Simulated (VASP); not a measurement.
Here is a VASP 6.6.1 calculation.

File POSCAR:

```
Au
1.0
    2.7748612535     -1.8339710146      0.0000000000
    2.7748612535      1.8339710146      0.0000000000
    0.0000000000      0.0000000000      7.4812248269
Au
4
Direct
    0.8500000000      0.1500000000      0.1170000000
    0.6500000000      0.3500000000      0.6170000000
    0.1500000000      0.8500000000      0.8830000000
    0.3500000000      0.6500000000      0.3830000000
```

Contents of INCAR.step1:

```
PREC = Accurate
ENCUT = 520
ISMEAR = 0
SIGMA = 0.1
LREAL = F
LASPH = T
NELM = 100
NBANDS = 30
GGA = PE
ALGO = Normal
EDIFF = 1E-4
LWAVE = T
LCHARG = F
```

File INCAR.step2:

```
PREC = Accurate
ENCUT = 520
EDIFF = 1E-6
ISMEAR = 0
SIGMA = 0.1
LREAL = F
LASPH = T
NELM = 100
ALGO = Normal
ISIF = 2
LWAVE = F
LCHARG = T
METAGGA = R2SCAN
LMIXTAU = T
LELF = T
LVHAR = T
NBANDS = 30
ISTART = 1
```

KPOINTS

```
Automatic mesh
0
Gamma
  6 6 4
```

Potentials or basis: VASP PAW PBE potentials, release 64 (Au).

Command:

```bash
$ cat potpaw_PBE.64/Au/POTCAR > POTCAR
$ cp INCAR.step1 INCAR
$ mpirun -np 1 vasp_std > vasp.out
$ cp INCAR.step2 INCAR
$ mpirun -np 1 vasp_std > vasp.out
```

**Question.** Estimate the pressure.

**Answer.** 45.1 GPa.

**Question.** Predict the band gap on the k mesh.

**Answer.** Zero (bands 22 and 23 overlap by 0.96 eV).

**Question.** Estimate the largest force.

**Answer.** 15.903 eV/Å.

Stress tensor (GPa, compression positive):
```
 -4.42   0.00   0.00
  0.00  39.30   0.00
  0.00   0.00 100.42
```

Caveat: the stress differs along the axes, from -4 to 100 GPa; the PAW data sets were made with another functional, which shifts forces and pressure a little; spin-orbit coupling is left out, which moves the levels of the heavy elements.
